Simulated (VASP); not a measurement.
Input of a VASP 6.6.1 run:

POSCAR

```
SiC
1.0
    3.0784702618      0.0000000029      0.0000000000
   -1.5392351334      2.6660334501      0.0000000000
    0.0000000000      0.0000000000     15.1069150256
Si C
6 6
Direct
    0.3333333333      0.6666666667      0.8329860580
    0.6666666667      0.3333333333      0.3329860580
    0.6666666667      0.3333333333      0.6665012734
    0.3333333333      0.6666666667      0.1665012734
    0.0000000000      0.0000000000      0.4997218362
    0.0000000000      0.0000000000      0.9997218362
    0.0000000000      0.0000000000      0.8743670384
    0.0000000000      0.0000000000      0.3743670384
    0.3333333333      0.6666666667      0.7079969905
    0.6666666667      0.3333333333      0.2079969905
    0.6666666667      0.3333333333      0.5415278036
    0.3333333333      0.6666666667      0.0415278036
```

Contents of INCAR.step1:

```
SYSTEM = SiC
PREC = Accurate ; ENCUT = 660
ISMEAR = 0 ; SIGMA = 0.02
LREAL = .False. ; LASPH = .True.
NELM = 120 ; NBANDS = 36
GGA = PE ; ALGO = Normal
EDIFF = 1E-5 ; LWAVE = .True.
LCHARG = .False. ; GGA_COMPAT = .False.
```

The input INCAR.step2:

```
SYSTEM = SiC
PREC = Accurate ; ENCUT = 660
EDIFF = 1E-6 ; ISMEAR = 0
SIGMA = 0.02 ; LREAL = .False.
LASPH = .True. ; NELM = 120
ALGO = Normal ; ISIF = 2
LWAVE = .False. ; LCHARG = .False.
METAGGA = R2SCAN ; LMIXTAU = .True.
NBANDS = 36 ; ISTART = 1
GGA_COMPAT = .False.
```

Contents of KPOINTS:

```
regular mesh
0
Gamma
  12 12 2
  0 0 0
```

Potentials or basis: VASP PAW PBE potentials, release 64 (Si, C).

Launch:

```console
$ cat potpaw_PBE.64/Si/POTCAR potpaw_PBE.64/C/POTCAR > POTCAR
$ cp INCAR.step1 INCAR
$ mpirun -np 1 vasp_std > vasp.out
$ cp INCAR.step2 INCAR
$ mpirun -np 1 vasp_std > vasp.out
```

**Question.** What does it give for the pressure?

**Answer.** -0.4 GPa.

**Question.** What does it give for the band gap on the k mesh?

**Answer.** 2.40 eV (least direct gap 3.56 eV).

Caveat: the PAW data sets were made with another functional, which shifts forces and pressure a little. A k mesh can miss the band edges.
